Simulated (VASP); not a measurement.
Here is a VASP 6.6.1 calculation.

INCAR

```
SYSTEM = RbBr
ALGO = Normal
EDIFF = 1E-6
EDIFFG = -0.005
ENCUT = 600
GGA = CA
IBRION = 2
ISIF = 3
ISMEAR = 0
LASPH = .True.
LCHARG = .False.
LREAL = .False.
LWAVE = .False.
NELM = 100
NSW = 100
PREC = Accurate
SIGMA = 0.02
```

File KPOINTS:

```
k-points
0
Gamma
  6 6 6
  0 0 0
```

File POSCAR:

```
RbBr
1.0
    3.9675087118      0.0000000000      0.0000000000
    0.0000000000      3.9675087118      0.0000000000
    0.0000000000      0.0000000000      3.9675087118
Rb Br
1 1
Direct
    0.0000000000      0.0000000000      0.0000000000
    0.5000000000      0.5000000000      0.5000000000
```

Potentials or basis: VASP PAW LDA potentials, release 64 (Rb_sv, Br).

Launch:

```console
$ cat potpaw_LDA.64/Rb_sv/POTCAR potpaw_LDA.64/Br/POTCAR > POTCAR
$ mpirun -np 1 vasp_std > vasp.out
```

Question: Estimate the space group after relaxing (to 0.05 Å).

Answer: Pm-3m (No. 221).

Question: What does it give for the relaxed volume?

Answer: 31.33 Å³/atom.

Question: Predict the relaxed cell.

Answer: a = 3.972 Å, b = 3.972 Å, c = 3.972 Å, α = 90.00°, β = 90.00°, γ = 90.00°.

Question: Estimate the band gap on the k mesh.

Answer: 4.11 eV, indirect (least direct gap 4.27 eV).

Final structure:
```yaml
crystal:
  lattice:
    - [3.97192, 0.00000, 0.00000]
    - [0.00000, 3.97192, 0.00000]
    - [0.00000, 0.00000, 3.97192]
  atoms:
    - { symbol: Rb, position: [0.00000, 0.00000, 0.00000] }
    - { symbol: Br, position: [0.50000, 0.50000, 0.50000] }
```

A k mesh can miss the band edges. As with any semilocal functional, this LDA gap is likely too small.
